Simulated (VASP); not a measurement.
Wanted: the native input for a VASP 6.6.1 run.

```
Task                   : relaxation of cell and atoms
Functional             : PBEsol
Potentials or basis    : VASP PAW PBE potentials, release 64 (Fe)
Cutoff                 : 600 eV
k mesh                 : 11 × 11 × 11
Occupations            : gaussian, width 0.1 eV
Spin                   : collinear spin, ferromagnetic start
Starting moments       : [3.5] μB
Dipole correction      : no
Further INCAR settings : ALGO = Normal; EDIFF = 1e-06; IBRION = 2; EDIFFG = -0.02; NSW = 80; ISIF = 3
```

The structure of Fe lies in POSCAR:

```
Fe
1.0
   -1.4430000000      1.4430000000      1.4430000000
    1.4430000000     -1.4430000000      1.4430000000
    1.4430000000      1.4430000000     -1.4430000000
Fe
1
Direct
    0.0000000000      0.0000000000      0.0000000000
```

The input as run:

INCAR

```
  PREC = Accurate
  ENCUT = 600
  EDIFF = 1E-6
  ISMEAR = 0
  SIGMA = 0.1
  LREAL = F
  LASPH = T
  NELM = 150
  ALGO = Normal
  ISIF = 3
  LWAVE = F
  LCHARG = F
  ISPIN = 2
  MAGMOM = 3.5
  LORBIT = 11
  LMAXMIX = 4
  GGA = PS
  IBRION = 2
  NSW = 80
  EDIFFG = -0.02
```

KPOINTS

```
regular mesh
0
Gamma
  11 11 11
```

Potentials or basis: VASP PAW PBE potentials, release 64 (Fe).

Launch:

```sh
$ cat potpaw_PBE.64/Fe/POTCAR > POTCAR
$ mpirun -np 1 vasp_std > vasp.out
```

Results of the run:

| Quantity | Value |
| --- | --- |
| Relaxed volume | 10.93 Å³/atom |
| Relaxed cell | a = 2.422 Å, b = 2.422 Å, c = 2.422 Å, α = 109.47°, β = 109.47°, γ = 109.47° |
| Space group after relaxing (to 0.05 Å) | Im-3m (No. 229) |
| Energy gained by relaxing | 68.1 meV/atom |
| Ionic steps | 4 |
| Pressure after relaxing | -0.2 GPa |
| Net moment | 2.22 μB per cell |
| Site moments | Fe +2.20 μB |
| Valence electrons inside the program's atomic spheres | Fe 7.36 |

Caveat: the PAW data sets were made with another functional, which shifts forces and pressure a little.

Run time: 19 s on 1 thread of Intel(R) Xeon(R) 6975P-C (Granite Rapids), on a shared host, peak memory 0.14 GiB.
